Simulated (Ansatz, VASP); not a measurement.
## Two plane-wave programs on CdSe

The input INCAR:

```
SYSTEM = CdSe
PREC = Accurate ; ENCUT = 600
EDIFF = 1E-7 ; ISMEAR = 0
SIGMA = 0.01 ; LREAL = .False.
LASPH = .True. ; NELM = 60
ALGO = Normal ; ISIF = 3
LWAVE = .False. ; LCHARG = .False.
GGA = PE ; IBRION = 2
NSW = 80 ; EDIFFG = -0.005
```

Contents of KPOINTS:

```
Automatic mesh
0
Gamma
  6 6 4
  0 0 0
```

POSCAR

```
CdSe
1.0
    4.3000000000      0.0000000000      0.0000000000
   -2.1500000000      3.7239092400      0.0000000000
    0.0000000000      0.0000000000      7.0200000000
Cd Se
2 2
Direct
    0.3333333333      0.6666666667      0.0000000000
    0.6666666667      0.3333333333      0.5000000000
    0.3333333333      0.6666666667      0.3850000000
    0.6666666667      0.3333333333      0.8850000000
```

Input for Ansatz:

```yaml
crystal:
  lattice:
    - [4.3, 0.0, 0.0]
    - [-2.15, 3.72390924, 0.0]
    - [0.0, 0.0, 7.02]
  atoms:
    - { symbol: Cd, position: [0.33333333333333326, 0.6666666666666666, 0.0] }
    - { symbol: Cd, position: [0.6666666666666665, 0.3333333333333333, 0.5] }
    - { symbol: Se, position: [0.33333333333333326, 0.6666666666666666, 0.38500000000000006] }
    - { symbol: Se, position: [0.6666666666666665, 0.3333333333333333, 0.885] }
kpoints:
  mp_grid:
    grid: [6, 6, 4]
hamiltonian:
  xc: pbe
scf:
  occupations:
    method: fixed
relax:
  f_tol: 0.005
  cell: {}
```

Alike in both runs: task relaxation of cell and atoms; functional PBE; k mesh 6 × 6 × 4; no spin polarisation.

|  | VASP | Ansatz |
| --- | --- | --- |
| version | VASP 6.6.1 | Ansatz 0.2.0 |
| potentials or method | VASP PAW PBE potentials, release 64 (Cd, Se) | plane waves, PAW |
| plane-wave cutoff (eV) | 600 | 420 |
| occupations | gaussian, width 0.01 eV | fixed |
| valence electrons in the cell | 36 | 72 |

Ansatz gave:

```
relaxed volume (Å³/atom)                                     : 29.76
relaxed cell length with the largest relative difference (Å) : 4.383
```

Task: What did VASP give for the same quantities?

Result: Relaxed volume (Å³/atom): 29.90; relaxed cell length with the largest relative difference (Å): 4.391.

VASP's potentials hold 36 valence electrons a cell and Ansatz's 72, so a difference there can come from the potentials and not from the codes.
